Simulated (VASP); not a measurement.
A run of VASP 6.6.1 is set up as follows.

Contents of INCAR:

```
  PREC = Accurate
  ENCUT = 520
  EDIFF = 1E-7
  ISMEAR = 0
  SIGMA = 0.1
  LREAL = False
  LASPH = True
  NELM = 100
  ALGO = Normal
  ISIF = 2
  LWAVE = False
  LCHARG = False
  GGA = PS
  NBANDS = 36
```

File KPOINTS:

```
Automatic mesh
0
Gamma
  12 12 4
```

The input POSCAR:

```
Ge
1.0
    4.2070336805      0.0000000000      0.0000000000
   -2.1035168403      3.6433980419      0.0000000000
    0.0000000000      0.0000000000     11.5833725775
Ge
4
Direct
    0.0000000000      0.0000000000      0.9638073987
    0.0000000000      0.0000000000      0.4638073987
    0.3333333300      0.6666666700      0.9284926013
    0.6666666700      0.3333333300      0.4284926013
```

Potentials or basis: VASP PAW PBE potentials, release 64 (Ge_d).

Command:

```bash
$ cat potpaw_PBE.64/Ge_d/POTCAR > POTCAR
$ mpirun -np 1 vasp_std > vasp.out
```

Task: Predict the pressure.

Result: -3.0 GPa.

Task: What does it give for the band gap on the k mesh?

Result: Zero (band 28 reaches 0.37 eV, above the bottom of band 29 at -0.92 eV).

Task: Estimate the largest force.

Result: 0.410 eV/Å.

Stress tensor (GPa, compression positive):
```
-4.59  0.00  0.00
 0.00 -4.59  0.00
 0.00  0.00  0.13
```

Caveat: the cell differs from its parent crystal (strained); the PAW data sets were made with another functional, which shifts forces and pressure a little.
